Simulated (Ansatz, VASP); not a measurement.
# Si2Ni in VASP and in Ansatz

Contents of INCAR:

```
SYSTEM = Si2Ni
PREC = Accurate
ENCUT = 600
EDIFF = 1E-6
ISMEAR = 0
SIGMA = 0.1
LREAL = .FALSE.
LASPH = .TRUE.
NELM = 120
ALGO = Normal
ISIF = 2
LWAVE = .FALSE.
LCHARG = .FALSE.
GGA = PS
NBANDS = 16
GGA_COMPAT = .FALSE.
```

File KPOINTS:

```
Automatic mesh
0
G
  6 6 6
  0 0 0
```

POSCAR

```
Si2Ni
1.0
    0.0000000000      2.6950000000      2.6950000000
    2.6950000000      0.0000000000      2.6950000000
    2.6950000000      2.6950000000      0.0000000000
Ni Si
1 2
Direct
    0.0000000000      0.0000000000      0.0000000000
    0.2500000000      0.2500000000      0.2500000000
    0.7500000000      0.7500000000      0.7500000000
```

Input for Ansatz:

```yaml
crystal:
  lattice:
    - [0.0, 2.695, 2.695]
    - [2.695, 0.0, 2.695]
    - [2.695, 2.695, 0.0]
  atoms:
    - { symbol: Ni, position: [0.0, 0.0, 0.0] }
    - { symbol: Si, position: [0.25, 0.25, 0.25] }
    - { symbol: Si, position: [0.75, 0.75, 0.75] }
basis:
  ecutwfc: 420
kpoints:
  mp_grid: { grid: [6, 6, 6] }
hamiltonian:
  xc: pbesol
  pseudopotentials: { kind: paw, azcp: { folder: soft_1 } }
scf:
  occupations: { method: gaussian, width: 0.1 }
output:
  forces: true
  stress: true
  eigenvalues: true
```

Alike in both runs: task single point; functional PBEsol; k mesh 6 × 6 × 6; occupations gaussian, width 0.1 eV; no spin polarisation.

|  | VASP | Ansatz |
| --- | --- | --- |
| version | VASP 6.6.1 | Ansatz 0.2.0 |
| potentials or method | VASP PAW PBE potentials, release 64 (Ni, Si), cutoff 600 eV | scalar-relativistic, plane waves, PAW |
| valence electrons in the cell | 18 | 26 |

Ansatz gave:

| Item | Value |
| --- | --- |
| gap on the k mesh at the Fermi level (eV) | none |
| pressure (GPa) | 0.6 |

Q: Which values does VASP return?

A: gap on the k mesh at the Fermi level (eV): none; pressure (GPa): 0.7.

VASP's potentials were made for PBE, not for PBEsol, and Ansatz warns of the same on its side. A gap of «none» marks a metal or a gap that the smearing closes. VASP's potentials hold 18 valence electrons a cell and Ansatz's 26, so a difference there can come from the potentials and not from the codes.
